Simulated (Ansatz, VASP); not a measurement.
## Two plane-wave programs on Si5PdW2

```
Si Pd W
1.0
     3.25000    0.00000    0.00000
     0.00000    3.25000    0.00000
     0.00000    0.00000   11.30000
Si Pd W
5 1 2
Direct
  0.50000 0.50000 0.87500
  0.00000 0.00000 0.75000
  0.50000 0.50000 0.12500
  0.00000 0.00000 0.25000
  0.00000 0.00000 0.50000
  0.00000 0.00000 0.00000
  0.50000 0.50000 0.62500
  0.50000 0.50000 0.37500
```

Alike in both runs: task relaxation of cell and atoms; functional PBE; k mesh 5 × 5 × 2; occupations gaussian, width 0.2 eV; no spin polarisation.

|  | VASP | Ansatz |
| --- | --- | --- |
| version | VASP 6.6.1 | Ansatz 0.2.0 |
| potentials or method | VASP PAW PBE potentials, release 64 (Si, Pd, W_sv), cutoff 600 eV | scalar-relativistic, plane waves, PAW |
| valence electrons in the cell | 58 | 66 |

Ansatz gave:

```
gap on the k mesh at the Fermi level, each at its own relaxed structure (eV) : none
relaxed volume (Å³/atom)                                                     : 14.06
relaxed length of the cell vector where the two differ most in proportion (Å)              : 10.680
```

Task: Estimate VASP's values.

Result: gap on the k mesh at the Fermi level, each at its own relaxed structure (eV): none; relaxed volume (Å³/atom): 14.06; relaxed length of the cell vector where the two differ most in proportion (Å): 10.655.

A gap of «none» marks a metal or a gap that the smearing closes. VASP's potentials hold 58 valence electrons a cell and Ansatz's 66, so a difference there can come from the potentials and not from the codes.

The k mesh is coarse, so the values compare programs but aren't converged. Neither program's run includes spin-orbit coupling.
